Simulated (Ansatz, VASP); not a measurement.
**One calculation of Si3B3I, two programs**

```
CELL_PARAMETERS angstrom
4.93702 0.00000 0.00000
0.00000 4.93702 0.00000
0.00000 0.00000 4.93702
ATOMIC_POSITIONS crystal
Si 0.00000 0.50000 0.50000
Si 0.50000 0.50000 0.00000
Si 0.50000 0.00000 0.50000
B 0.00000 0.50000 0.00000
B 0.50000 0.00000 0.00000
B 0.00000 0.00000 0.50000
I 0.50000 0.50000 0.50000
```

Change from the starting cell: species swapped into the Ce3GaBr3 type (Pm-3m, No. 221).

Alike in both runs: task relaxation of cell and atoms; functional PBE; k mesh 8 × 8 × 8; occupations gaussian, width 0.1 eV; no spin polarisation.

|  | VASP | Ansatz |
| --- | --- | --- |
| version | VASP 6.6.1 | Ansatz 0.2.0 |
| potentials or method | VASP PAW PBE potentials, release 64 (Si, B, I), cutoff 600 eV | scalar-relativistic, plane waves, PAW |
| valence electrons in the cell | 28 | 38 |

```csv
,VASP,Ansatz,Ansatz less VASP
"gap on the k mesh at the Fermi level, each at its own relaxed structure (eV)",none,none,-
relaxed volume (Å³/atom),16.83,16.83,+0.004
relaxed cell length with the largest relative difference (Å),4.902,4.903,+0.0004
```

A gap of «none» marks a metal or a gap that the smearing closes. VASP's potentials hold 28 valence electrons a cell and Ansatz's 38, so a difference there can come from the potentials and not from the codes.

Neither program's run includes spin-orbit coupling.
